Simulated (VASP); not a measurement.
The system is BN.

```
CELL_PARAMETERS angstrom
2.55394 0.00000 0.00000
-1.27697 2.21178 0.00000
0.00000 0.00000 4.22685
ATOMIC_POSITIONS crystal
N 0.33333 0.66667 0.12528
N 0.66667 0.33333 0.62528
B 0.33333 0.66667 0.49972
B 0.66667 0.33333 0.99972
```

Program: VASP 6.6.1. Alike in all runs: task single point; no spin polarisation; cell as given; smearing fermi-dirac 0.05 eV.

Order these runs on this cell by their pressure, lowest first.
A. level PBEsol-based screened hybrid; potentials or basis VASP PAW PBE potentials, release 64 (N, B); k mesh 6 × 6 × 3; cutoff (eV) 520; grid for exact exchange (PRECFOCK) Normal; share of exact exchange 0.25; screening parameter 0.207 1/Å
B. level PBE-based screened hybrid; potentials or basis VASP PAW PBE potentials, release 64 (N, B); k mesh 6 × 6 × 3; cutoff (eV) 520; grid for exact exchange (PRECFOCK) Normal; share of exact exchange 0.25; screening parameter 0.15 1/Å
C. level r2SCAN; potentials or basis VASP PAW PBE potentials, release 64 (N_h, B_h); k mesh 12 × 12 × 6; cutoff (eV) 910; second run hard_potentials
D. level revPBE; potentials or basis VASP PAW PBE potentials, release 64 (N, B); k mesh 12 × 12 × 6; cutoff (eV) 520
E. level PBE; potentials or basis VASP PAW PBE potentials, release 64 (N, B); k mesh 7 × 7 × 4; cutoff (eV) 520

A (-12.4 GPa), B (-8.9 GPa), C (-5.3 GPa), E (0.2 GPa), D (4.6 GPa).

Caveats: some runs use coarse meshes; the PAW data sets were made with another functional, which shifts forces and pressure a little (some runs); the cutoff is under 1.25 times the usual one of these potentials, so pressure, stress and relaxed cells hold a basis-set (Pulay) error (some runs).
